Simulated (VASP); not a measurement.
# GaN (F-43m) in VASP: notebook

The runs below take GaN through single point, with r2SCAN, r2SCAN+D4.

Program: VASP 6.6.1. These are calculated values, not measurements. Logs are shortened: lines on timing, memory, paths and dates and some standing lists are left out, and cuts for length are marked.

## (1) The cell of the first run

The structure is cubic, space group F-43m (No. 216). The conventional cell has a = 4.498 Å, b = 4.498 Å, c = 4.498 Å, α = 90.00°, β = 90.00°, γ = 90.00°. Ga (site symmetry -43m) has 4 N at 1.95 Å within 2.6 Å. N (site symmetry -43m) has 4 Ga at 1.95 Å within 2.6 Å.

## (2) Single point, r2SCAN

The input, POSCAR:

```
GaN
1.0
    0.0000000000      2.2489367099      2.2489367099
    2.2489367099      0.0000000000      2.2489367099
    2.2489367099      2.2489367099      0.0000000000
Ga N
1 1
Direct
    0.0000000000      0.0000000000      0.0000000000
    0.2500000000      0.2500000000      0.2500000000
```

The input, INCAR.step1:

```
PREC = Accurate
ENCUT = 520
ISMEAR = -1
SIGMA = 0.05
LREAL = F
LASPH = T
NELM = 100
NBANDS = 16
GGA = PE
ALGO = Normal
EDIFF = 1E-4
LWAVE = T
LCHARG = F
```

The input, INCAR.step2:

```
PREC = Accurate
ENCUT = 520
EDIFF = 1E-6
ISMEAR = -1
SIGMA = 0.05
LREAL = F
LASPH = T
NELM = 100
ALGO = Normal
ISIF = 2
LWAVE = F
LCHARG = F
METAGGA = R2SCAN
LMIXTAU = T
NBANDS = 16
ISTART = 1
```

The input, KPOINTS:

```
regular mesh
0
Gamma
  10 10 10
```

Potentials or basis: VASP PAW PBE potentials, release 64 (Ga_d, N).

On the command line:

```sh
> cat potpaw_PBE.64/Ga_d/POTCAR potpaw_PBE.64/N/POTCAR > POTCAR
> cp INCAR.step1 INCAR
> mpirun -np 1 vasp_std > vasp.out
> cp INCAR.step2 INCAR
> mpirun -np 1 vasp_std > vasp.out
```

OUTCAR:

```text
PREC = Accurate
   ENCUT = 520
   EDIFF = 1E-6
   ISMEAR = -1
   LREAL = F
   LASPH = T
   NELM = 100
   ISIF = 2
   METAGGA = R2SCAN
   ISTART = 1

 ion  position               nearest neighbor table
   1  0.000  0.000  0.000-   2 1.95   2 1.95   2 1.95   2 1.95
   2  0.250  0.250  0.250-   1 1.95   1 1.95   1 1.95   1 1.95

  LATTYP: Found a face centered cubic cell.
 ALAT       =     4.4978734198

  Lattice vectors:

 A1 = (   0.0000000000,   2.2489367099,   2.2489367099)
 A2 = (   2.2489367099,   0.0000000000,   2.2489367099)
 A3 = (   2.2489367099,   2.2489367099,   0.0000000000)

Analysis of symmetry for initial positions (statically):
=====================================================================
 Subroutine PRICEL returns:
 Original cell was already a primitive cell.

 Routine SETGRP: Setting up the symmetry group for a
 face centered cubic supercell.

 Subroutine GETGRP returns: Found 24 space group operations
 (whereof 24 operations were pure point group operations)
 out of a pool of 48 trial point group operations.

The static configuration has the point symmetry T_d .

Analysis of symmetry for dynamics (positions and initial velocities):
=====================================================================
 Subroutine PRICEL returns:
 Original cell was already a primitive cell.

 Routine SETGRP: Setting up the symmetry group for a
 face centered cubic supercell.

 Subroutine GETGRP returns: Found 24 space group operations
 (whereof 24 operations were pure point group operations)
 out of a pool of 48 trial point group operations.

The dynamic configuration has the point symmetry T_d .

 Subroutine INISYM returns: Found 24 space group operations
 (whereof 24 operations are pure point group operations),
 and found     1 'primitive' translations

----------------------------------------------------------------------------------------

                                     Primitive cell

  volume of cell :      22.7490

  direct lattice vectors                    reciprocal lattice vectors
     0.000000000  2.248936710  2.248936710    -0.222327288  0.222327288  0.222327288
     2.248936710  0.000000000  2.248936710     0.222327288 -0.222327288  0.222327288
     2.248936710  2.248936710  0.000000000     0.222327288  0.222327288 -0.222327288

  length of vectors
     3.180476796  3.180476796  3.180476796     0.385082159  0.385082159  0.385082159

  position of ions in fractional coordinates (direct lattice)
[... 72 lines left out ...]
   ICHARG =      0    charge: 1-file 2-atom 10-const
   ISPIN  =      1    spin polarized calculation?
   LNONCOLLINEAR =      F non collinear calculations
   LSORBIT =      F    spin-orbit coupling
   LASPH  =      T    aspherical Exc in radial PAW
   ENCUT  =  520.0 eV  38.22 Ry    6.18 a.u.   5.91  5.91  5.91*2*pi/ulx,y,z
   NELM   =    100;   NELMIN=  2; NELMDL=  0     # of ELM steps
   EDIFF  = 0.1E-05   stopping-criterion for ELM
   LREAL  =      F    real-space projection
   EDIFFG = 0.1E-04   stopping-criterion for IOM
   NSW    =      0    number of steps for IOM
   IBRION =     -1    ionic relax: 0-MD 1-quasi-New 2-CG
   NFREE  =      0    steps in history (QN), initial steepest desc. (CG)
   ISIF   =      2    stress and relaxation
   ISYM   =      2    0-nonsym 1-usesym 2-fastsym
   POTIM  = 0.5000    time-step for ionic-motion
   TEBEG  =    0.0;   TEEND  =   0.0 temperature during run
   PSTRESS=    0.0 pullay stress
   NELECT =      18.0000    total number of electrons
   NUPDOWN=      -1.0000    fix difference up-down
   EMIN   =  10.00;   EMAX   =-10.00  energy-range for DOS
   EFERMI =   0.00;   METHOD = LEGACY
   ISMEAR =    -1;   SIGMA  =   0.05  broadening in eV -4-tet -1-fermi 0-gaus
   EFERMI_NEDOS =   21; number of points for ismear=-14 and -15
   IALGO  =     38    algorithm
   IMIX   =      4    mixing-type and parameters
     AMIX     =   0.40;   BMIX     =  1.00
     AMIX_MAG =   1.60;   BMIX_MAG =  1.00
  volume/ion in A,a.u.               =      11.37        76.76
  Fermi-wavevector in a.u.,A,eV,Ry     =   1.514183  2.861391 31.194769  2.292751
  Thomas-Fermi vector in A             =   2.623875
   LORBIT       =      0    0 simple, 1 ext, 2 COOP (PROOUT), +10 PAW based schemes
   METAGGA = R2SCAN    functional components
   LHFCALC =     F    Hartree Fock is set to
   AEXX    =    0.0000 exact exchange contribution
   IVDW    =     0    specifies the selected vdW correction
   LEPSILON=     F    determine dielectric tensor
   LRPA    =     F    only Hartree local field effects (RPA)
 non-spin polarized calculation
  energy-cutoff  :      520.00
  volume of cell :       22.75
 maximum number of plane-waves:       622
   NGX = 11   NGY = 11   NGZ = 11

 number of electron      18.0000009 magnetization

 Free energy of the ion-electron system (eV)
  ---------------------------------------------------
  ext. energy  EPLUGINS =         0.00000000
  ---------------------------------------------------
  free energy    TOTEN  =       -21.89634929 eV

  energy without entropy =      -21.89634929  energy(sigma->0) =      -21.89634929

 E-fermi :   6.1604     XC(G=0): -12.6708

 val. band max:        5.0827370355   @ k =   0.0000   0.0000   0.0000
 cond. band min:       7.2425607349   @ k =   0.0000   0.0000   0.0000
 fundamental gap:      2.1598236994
 Fermi energy:         6.1603708807

 k-point     1 :       0.0000    0.0000    0.0000
  band No.  band energies     occupation
      1     -11.7005      2.00000
      2      -8.7525      2.00000
      3      -8.7525      2.00000
      4      -8.7525      2.00000
      5      -8.3953      2.00000
      6      -8.3953      2.00000
[... 433 lines left out ...]
      3      -8.5130      2.00000
      4      -8.5098      2.00000
      5      -8.3325      2.00000
      6      -7.5767      2.00000
[... 8 lines left out ...]
     15      28.4585      0.00000
     16      28.5427      0.00000

 [... further k-points ...]
[... 5 lines left out ...]
  --------------------------------------------------------------------------------------
  -------------------------------------------------------------------------------------
  Total        0.1517348      0.1517348      0.1517348      0.0000000      0.0000000     -0.0000000
  in kB       10.6864671     10.6864671     10.6864671      0.0000000      0.0000000     -0.0000000
  external PRESSURE =      10.6864671 kB  Pullay stress =       0.0000000 kB

 VOLUME and BASIS-vectors are now :
 -----------------------------------------------------------------------------
  energy-cutoff  :      520.00
  volume of cell :       22.75
      direct lattice vectors                 reciprocal lattice vectors
     0.000000000  2.248936710  2.248936710    -0.222327288  0.222327288  0.222327288
     2.248936710  0.000000000  2.248936710     0.222327288 -0.222327288  0.222327288
     2.248936710  2.248936710  0.000000000     0.222327288  0.222327288 -0.222327288

 POSITION                                       TOTAL-FORCE (eV/Angst)
 -----------------------------------------------------------------------------------
      0.00000      0.00000      0.00000         0.000000     -0.000000     -0.000000
      1.12447      1.12447      1.12447        -0.000000      0.000000      0.000000
 -----------------------------------------------------------------------------------
    total drift:                                0.000008      0.000008      0.000008

  FREE ENERGIE OF THE ION-ELECTRON SYSTEM (eV)
  ---------------------------------------------------
  free  energy   TOTEN  =       -21.8963492864 eV

  energy  without entropy=      -21.8963492864  energy(sigma->0) =      -21.89634929
```

OUTCAR.step1:

```text
PREC = Accurate
   ENCUT = 520
   ISMEAR = -1
   LREAL = F
   LASPH = T
   NELM = 100
[... 674 lines left out ...]
 -----------------------------------------------------------------------------------
      0.00000      0.00000      0.00000        -0.000000     -0.000000     -0.000000
      1.12447      1.12447      1.12447         0.000000      0.000000      0.000000
 -----------------------------------------------------------------------------------
    total drift:                                0.000002      0.000002      0.000002

  FREE ENERGIE OF THE ION-ELECTRON SYSTEM (eV)
  ---------------------------------------------------
  free  energy   TOTEN  =       -12.1382029799 eV

  energy  without entropy=      -12.1382029797  energy(sigma->0) =      -12.13820298
```

It took 2.2 min on 1 thread of AMD EPYC 7R13, shared host; peak memory 0.12 GiB.

What came out:

```yaml
Free_energy: -21.8963 eV
Pressure: 1.1 GPa
Band_gap_on_the_k_mesh: 2.16 eV
```

Caveat: the PAW data sets were made with another functional, which shifts forces and pressure a little.

## (3) Single point, r2SCAN+D4

This run uses another cell than the first one, of 11.67 Å³/atom.

The input, POSCAR:

```
GaN
1.0
    0.0000000000      2.2684248875      2.2684248875
    2.2684248875      0.0000000000      2.2684248875
    2.2684248875      2.2684248875      0.0000000000
Ga N
1 1
Direct
    0.0000000000      0.0000000000      0.0000000000
    0.2500000000      0.2500000000      0.2500000000
```

The input, INCAR.step1:

```
SYSTEM = GaN
ALGO = Normal
EDIFF = 1E-4
ENCUT = 520
GGA = PE
ISMEAR = -1
LASPH = .True.
LCHARG = .False.
LREAL = .False.
LWAVE = .True.
NBANDS = 16
NELM = 100
PREC = Accurate
SIGMA = 0.05
```

The input, INCAR.step2:

```
SYSTEM = GaN
ALGO = Normal
EDIFF = 1E-6
ENCUT = 520
ISIF = 2
ISMEAR = -1
ISTART = 1
IVDW = 13
LASPH = .True.
LCHARG = .False.
LMIXTAU = .True.
LREAL = .False.
LWAVE = .False.
METAGGA = R2SCAN
NBANDS = 16
NELM = 100
PREC = Accurate
SIGMA = 0.05
VDW_A1 = 0.51559235
VDW_A2 = 5.77342911
VDW_S6 = 1.0
VDW_S8 = 0.6018749
```

The input, KPOINTS:

```
k-points
0
Gamma
  10 10 10
  0 0 0
```

Potentials or basis: VASP PAW PBE potentials, release 64 (Ga_d, N).

On the command line:

```sh
> cat potpaw_PBE.64/Ga_d/POTCAR potpaw_PBE.64/N/POTCAR > POTCAR
> cp INCAR.step1 INCAR
> mpirun -np 1 vasp_std > vasp.out
> cp INCAR.step2 INCAR
> mpirun -np 1 vasp_std > vasp.out
```

OUTCAR:

```text
SYSTEM = GaN
   EDIFF = 1E-6
   ENCUT = 520
   ISIF = 2
   ISMEAR = -1
   ISTART = 1
   IVDW = 13
   LASPH = .True.
   LREAL = .False.
   METAGGA = R2SCAN
   NELM = 100
   PREC = Accurate

 ion  position               nearest neighbor table
   1  0.000  0.000  0.000-   2 1.96   2 1.96   2 1.96   2 1.96
   2  0.250  0.250  0.250-   1 1.96   1 1.96   1 1.96   1 1.96

  LATTYP: Found a face centered cubic cell.
 ALAT       =     4.5368497750

  Lattice vectors:

 A1 = (   0.0000000000,   2.2684248875,   2.2684248875)
 A2 = (   2.2684248875,   0.0000000000,   2.2684248875)
 A3 = (   2.2684248875,   2.2684248875,   0.0000000000)

Analysis of symmetry for initial positions (statically):
=====================================================================
 Subroutine PRICEL returns:
 Original cell was already a primitive cell.

 Routine SETGRP: Setting up the symmetry group for a
 face centered cubic supercell.

 Subroutine GETGRP returns: Found 24 space group operations
 (whereof 24 operations were pure point group operations)
 out of a pool of 48 trial point group operations.

The static configuration has the point symmetry T_d .

Analysis of symmetry for dynamics (positions and initial velocities):
[... 160 lines left out ...]
 val. band max:        4.8037157064   @ k =   0.0000   0.0000   0.0000
 cond. band min:       6.7911112972   @ k =   0.0000   0.0000   0.0000
 fundamental gap:      1.9873955909
 Fermi energy:         5.7578517732

 k-point     1 :       0.0000    0.0000    0.0000
  band No.  band energies     occupation
      1     -11.7583      2.00000
      2      -9.0139      2.00000
      3      -9.0139      2.00000
      4      -9.0138      2.00000
      5      -8.6843      2.00000
      6      -8.6843      2.00000
[... 433 lines left out ...]
      3      -8.7924      2.00000
      4      -8.7889      2.00000
      5      -8.6259      2.00000
      6      -7.8415      2.00000
[... 8 lines left out ...]
     15      27.8228      0.00000
     16      27.8938      0.00000

 [... further k-points ...]

------------------------ aborting loop because EDIFF is reached ----------------------------------------

  DFT-D4 for vdW energy calculation

  Edisp (eV):   -0.28525

  FORCE on cell =-STRESS in cart. coord.  units (eV):
  Direction    XX          YY          ZZ          XY          YZ          ZX
  --------------------------------------------------------------------------------------
  -------------------------------------------------------------------------------------
  Total      -0.83231    -0.83231    -0.83231    -0.00000     0.00000    -0.00000
  in kB     -57.12071   -57.12071   -57.12071    -0.00000     0.00000    -0.00000
  external pressure =      -57.12 kB  Pullay stress =        0.00 kB

 VOLUME and BASIS-vectors are now :
 -----------------------------------------------------------------------------
  energy-cutoff  :      520.00
  volume of cell :       23.35
      direct lattice vectors                 reciprocal lattice vectors
     0.000000000  2.268424888  2.268424888    -0.220417261  0.220417261  0.220417261
     2.268424888  0.000000000  2.268424888     0.220417261 -0.220417261  0.220417261
     2.268424888  2.268424888  0.000000000     0.220417261  0.220417261 -0.220417261

 POSITION                                       TOTAL-FORCE (eV/Angst)
 -----------------------------------------------------------------------------------
      0.00000      0.00000      0.00000         0.000000      0.000000      0.000000
      1.13421      1.13421      1.13421        -0.000000     -0.000000     -0.000000
 -----------------------------------------------------------------------------------
    total drift:                                0.000012      0.000012      0.000012

  FREE ENERGIE OF THE ION-ELECTRON SYSTEM (eV)
  ---------------------------------------------------
  free  energy   TOTEN  =       -22.1768545032 eV

  energy  without entropy=      -22.1768545031  energy(sigma->0) =      -22.17685450
```

OUTCAR.step1:

```text
SYSTEM = GaN
   EDIFF = 1E-4
   ENCUT = 520
   GGA = PE
   ISMEAR = -1
   LASPH = .True.
   LREAL = .False.
[... 675 lines left out ...]
      0.00000      0.00000      0.00000         0.000000      0.000000      0.000000
      1.13421      1.13421      1.13421        -0.000000     -0.000000     -0.000000
 -----------------------------------------------------------------------------------
    total drift:                                0.000002      0.000002      0.000001

  FREE ENERGIE OF THE ION-ELECTRON SYSTEM (eV)
  ---------------------------------------------------
  free  energy   TOTEN  =       -12.1526194470 eV

  energy  without entropy=      -12.1526194459  energy(sigma->0) =      -12.15261945
```

OSZICAR.step1:

```text
N       E                     dE             d eps       ncg     rms          rms(c)
DAV:   1     0.818231812862E+02    0.81823E+02   -0.93302E+03  1704   0.202E+03
DAV:   2    -0.822242186056E+01   -0.90046E+02   -0.83532E+02  1728   0.332E+02
DAV:   3    -0.140566590797E+02   -0.58342E+01   -0.58092E+01  1760   0.707E+01
DAV:   4    -0.141211314142E+02   -0.64472E-01   -0.64465E-01  1848   0.797E+00
DAV:   5    -0.141220238417E+02   -0.89243E-03   -0.89242E-03  1840   0.849E-01    0.765E+00
DAV:   6    -0.121540009271E+02    0.19680E+01   -0.49347E+00  2264   0.391E+01    0.268E+00
DAV:   7    -0.121603832173E+02   -0.63823E-02   -0.30980E-01  1648   0.664E+00    0.176E+00
DAV:   8    -0.121567666754E+02    0.36165E-02   -0.61885E-02  1656   0.322E+00    0.827E-01
DAV:   9    -0.121523147686E+02    0.44519E-02   -0.14154E-02  2288   0.263E+00    0.216E-01
DAV:  10    -0.121527138810E+02   -0.39911E-03   -0.14594E-03  1712   0.502E-01    0.111E-01
DAV:  11    -0.121526130224E+02    0.10086E-03   -0.25305E-04  1560   0.260E-01    0.843E-03
DAV:  12    -0.121526194470E+02   -0.64246E-05   -0.46397E-05   824   0.789E-02
   1 F= -.12152619E+02 E0= -.12152619E+02  d E =-.100901E-08
```

Wall time 2.1 min (1 thread of AMD EPYC 7R13, shared host); peak memory 0.13 GiB.

What came out:

```yaml
Free_energy: -22.1769 eV
Pressure: -5.7 GPa
Band_gap_on_the_k_mesh: 1.99 eV
Dispersion_energy_per_atom: -0.143 eV
```

Caveat: the cell stands under tension; the PAW data sets were made with another functional, which shifts forces and pressure a little.

## (4) Single point, r2SCAN+D4

This run uses another cell than the first one, of 11.90 Å³/atom.

The input, POSCAR:

```
GaN
1.0
    0.0000000000      2.2831553320      2.2831553320
    2.2831553320      0.0000000000      2.2831553320
    2.2831553320      2.2831553320      0.0000000000
Ga N
1 1
Direct
    0.0000000000      0.0000000000      0.0000000000
    0.2500000000      0.2500000000      0.2500000000
```

The input, INCAR.step1:

```
SYSTEM = GaN
ALGO     = Normal         ! electronic algorithm
EDIFF    = 1E-4           ! SCF threshold, eV
ENCUT    = 520            ! plane-wave cutoff, eV
GGA      = PE             ! functional
ISMEAR   = -1             ! smearing method
LASPH    = .True.         ! aspherical terms in the spheres
LCHARG   = .False.        ! write CHGCAR
LREAL    = .False.        ! projectors in reciprocal space
LWAVE    = .True.         ! write WAVECAR
NBANDS   = 16             ! bands
NELM     = 80             ! most SCF steps
PREC     = Accurate       ! precision mode
SIGMA    = 0.05           ! smearing width, eV
```

The input, INCAR.step2:

```
SYSTEM = GaN
ALGO     = Normal         ! electronic algorithm
EDIFF    = 1E-6           ! SCF threshold, eV
ENCUT    = 520            ! plane-wave cutoff, eV
ISIF     = 2              ! what is computed and relaxed
ISMEAR   = -1             ! smearing method
ISTART   = 1            
IVDW     = 13             ! dispersion correction
LASPH    = .True.         ! aspherical terms in the spheres
LCHARG   = .False.        ! write CHGCAR
LMIXTAU  = .True.       
LREAL    = .False.        ! projectors in reciprocal space
LWAVE    = .False.        ! write WAVECAR
METAGGA  = R2SCAN         ! meta-GGA
NBANDS   = 16             ! bands
NELM     = 80             ! most SCF steps
PREC     = Accurate       ! precision mode
SIGMA    = 0.05           ! smearing width, eV
VDW_A1   = 0.51559235   
VDW_A2   = 5.77342911   
VDW_S6   = 1.0          
VDW_S8   = 0.6018749
```

KPOINTS is that of step 3.

On the command line:

```sh
> cat potpaw_PBE.64/Ga_d/POTCAR potpaw_PBE.64/N/POTCAR > POTCAR
> cp INCAR.step1 INCAR
> mpirun -np 1 vasp_std > vasp.out
> cp INCAR.step2 INCAR
> mpirun -np 1 vasp_std > vasp.out
```

Run time: 2 min. Hardware: 1 thread of AMD EPYC 7R13, shared host; peak memory 0.13 GiB.

The run converged. Its results:

```yaml
Free_energy: -22.1562 eV
Pressure: -8.8 GPa
Band_gap_on_the_k_mesh: 1.86 eV
Dispersion_energy_per_atom: -0.140 eV
```

Levels at points of the mesh, in eV from the valence-band top:
```
           k point  band 6  band 7  band 8  band 9  band 10  band 11  band 12  band 13
(0.00, 0.00, 0.00)  -13.50    0.00    0.00    0.00     1.86    10.75    10.75    10.75
(0.50, 0.00, 0.00)  -12.38   -6.90   -0.95   -0.95     4.88     9.23    10.79    10.79
(0.50, 0.50, 0.00)  -11.99   -6.05   -2.65   -2.65     3.75     7.00    12.28    14.51
```

Caveat: the cell stands under tension; the PAW data sets were made with another functional, which shifts forces and pressure a little.

## (5) Summary

```csv
level,cell,gap on the mesh (eV),pressure (GPa)
r2SCAN,"a = 3.180 Å, angles 60.0°, 2 atoms",2.16,1.1
r2SCAN+D4,"a = 3.208 Å, angles 60.0°, 2 atoms",1.99,-5.7
r2SCAN+D4,"a = 3.229 Å, angles 60.0°, 2 atoms",1.86,-8.8
```

Alike in all rows: task single point; potentials or basis VASP PAW PBE potentials, release 64 (Ga_d, N); no spin polarisation; k mesh 10 × 10 × 10; cutoff (eV) 520; smearing fermi-dirac 0.05 eV.

Caveats: the PAW data sets were made with another functional, which shifts forces and pressure a little; the cell stands under tension (at least some runs).

Absolute energies hang on the potentials; compare differences alone.
